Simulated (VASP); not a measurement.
# Na2S: single point with PBE+D3(BJ)

Crystal: Na2S.

```xyz
3
Lattice="0.0000 3.2198 3.2198 3.2198 0.0000 3.2198 3.2198 3.2198 0.0000" Properties=species:S:1:pos:R:3 pbc="T T T"
Na    1.6099    1.6099    1.6099
Na    4.8297    4.8297    4.8297
S     0.0000    0.0000    0.0000
```

- Program: VASP 6.6.1
- Task: single point
- Functional: PBE
- Dispersion: D3(BJ)
- Potentials or basis: VASP PAW PBE potentials, release 64 (Na_pv, S)
- Cutoff: 500 eV
- k mesh: 6 × 6 × 6
- Occupations: gaussian, width 0.02 eV
- Spin: no spin polarisation
- Dipole correction: no
- Further INCAR settings: ALGO = Normal; EDIFF = 1e-06; NBANDS = 17

```json
{
 "Pressure": "0.0 GPa",
 "Band gap on the k mesh": "2.64 eV",
 "Dispersion energy per atom": "-0.247 eV"
}
```

Levels at points of the mesh, in eV from the valence-band top:
```tsv
k point	band 8	band 9	band 10	band 11	band 12	band 13
(0.00, 0.00, 0.00)	0.00	0.00	0.00	2.64	7.90	7.90
(0.50, 0.00, 0.00)	-1.72	-0.13	-0.13	4.99	6.64	7.26
(0.50, 0.50, 0.00)	-1.54	-0.47	-0.47	3.87	6.15	8.84
```

It took 15 s on 1 thread of Intel(R) Xeon(R) Platinum 8488C (Sapphire Rapids), on a shared host, peak memory 0.2 GiB.
